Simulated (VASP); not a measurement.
A run of VASP 6.6.1:

POSCAR

```
CaC2
1.0
    3.8614629663      0.0000000000      0.0000000000
   -1.9307314831      3.3441250246      0.0000000000
    0.0000000000      0.0000000000     11.9586268944
Ca C
3 6
Direct
    0.0000000000      0.0000000000      0.0000000000
    0.6666666667      0.3333333333      0.3333333333
    0.3333333333      0.6666666667      0.6666666667
    0.6666666667      0.3333333333      0.8854468602
    0.6666666667      0.3333333333      0.7812198064
    0.3333333333      0.6666666667      0.2187801936
    0.3333333333      0.6666666667      0.1145531398
    0.0000000000      0.0000000000      0.5521135269
    0.0000000000      0.0000000000      0.4478864731
```

Contents of INCAR.step1:

```
SYSTEM = CaC2
PREC = Accurate ; ENCUT = 520
ISMEAR = 0 ; SIGMA = 0.02
LREAL = .FALSE. ; LASPH = .TRUE.
NELM = 80 ; NBANDS = 37
GGA = PE ; ALGO = Normal
EDIFF = 1E-4 ; LWAVE = .TRUE.
LCHARG = .FALSE.
```

Contents of INCAR.step2:

```
SYSTEM = CaC2
PREC = Accurate ; ENCUT = 520
EDIFF = 1E-7 ; ISMEAR = 0
SIGMA = 0.02 ; LREAL = .FALSE.
LASPH = .TRUE. ; NELM = 80
ALGO = Normal ; ISIF = 2
LWAVE = .FALSE. ; LCHARG = .TRUE.
METAGGA = R2SCAN ; LMIXTAU = .TRUE.
LELF = .TRUE. ; LVHAR = .TRUE.
NBANDS = 37 ; ISTART = 1
```

Contents of KPOINTS:

```
Automatic mesh
0
G
  9 9 2
  0 0 0
```

Potentials or basis: VASP PAW PBE potentials, release 64 (Ca_sv, C).

Run with:

```bash
$ cat potpaw_PBE.64/Ca_sv/POTCAR potpaw_PBE.64/C/POTCAR > POTCAR
$ cp INCAR.step1 INCAR
$ mpirun -np 1 vasp_std > vasp.out
$ cp INCAR.step2 INCAR
$ mpirun -np 1 vasp_std > vasp.out
```

Hardware: 1 thread of Intel(R) Xeon(R) Platinum 8488C (Sapphire Rapids), with other jobs on the host.

Task: Estimate the wall time of this run.

Result: Wall time 7.4 min on 1 thread of Intel(R) Xeon(R) Platinum 8488C (Sapphire Rapids), on a shared host, peak memory 0.36 GiB. Counts: k points 24.
